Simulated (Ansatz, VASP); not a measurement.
Li2BrCl: VASP beside Ansatz

File INCAR:

```
SYSTEM = Li2BrCl
PREC = Accurate
ENCUT = 520
EDIFF = 1E-7
ISMEAR = 0
SIGMA = 0.01
LREAL = .FALSE.
LASPH = .TRUE.
NELM = 100
ALGO = Normal
ISIF = 2
LWAVE = .FALSE.
LCHARG = .FALSE.
GGA = PE
NBANDS = 18
```

File KPOINTS:

```
regular mesh
0
G
  6 6 6
  0 0 0
```

Contents of POSCAR:

```
Li2BrCl
1.0
    1.8760659207      1.0831471643      6.1164156592
   -1.8760659207      1.0831471643      6.1164156592
    0.0000000000     -2.1662943287      6.1164156592
Cl Br Li
1 1 2
Direct
    1.0000000000      0.0000000000      0.0000000000
    0.5000000000      0.5000000000      0.5000000000
    0.2543610294      0.2543610294      0.2543610294
    0.7456389706      0.7456389706      0.7456389706
```

Input for Ansatz:

```yaml
crystal:
  lattice:
    - [1.8760659207, 1.0831471643, 6.1164156592]
    - [-1.8760659207, 1.0831471643, 6.1164156592]
    - [0.0, -2.1662943287, 6.1164156592]
  atoms:
    - { symbol: Cl, position: [1.0, 0.0, 0.0] }
    - { symbol: Br, position: [0.5, 0.5, 0.5] }
    - { symbol: Li, position: [0.2543610294, 0.2543610294, 0.2543610294] }
    - { symbol: Li, position: [0.7456389706, 0.7456389706, 0.7456389706] }
kpoints:
  mp_grid: { grid: [6, 6, 6] }
hamiltonian:
  xc: pbe
scf:
  occupations: { method: fixed }
output:
  optics:
    e_range: [0, 20]
    de: 0.05
    sigma: 0.1
    bands: { spectra_wanted_up_to: 20 }
    scissors: 1.233
```

Alike in both runs: task single point; functional PBE; k mesh 6 × 6 × 6; no spin polarisation.

|  | VASP | Ansatz |
| --- | --- | --- |
| version | VASP 6.6.1 | Ansatz 0.2.0 |
| potentials or method | VASP PAW PBE potentials, release 64 (Cl, Br, Li_sv) | plane waves, PAW |
| plane-wave cutoff (eV) | 520 | 420 |
| occupations | gaussian, width 0.01 eV | fixed |
| valence electrons in the cell | 20 | 20 |

```tsv
	VASP	Ansatz	Ansatz less VASP
gap on the k mesh at the Fermi level (eV)	5.10	5.08	-0.012
```

Noted on VASP's run: the cutoff is under 1.25 times that of the potentials, so the pressure is a little rough.
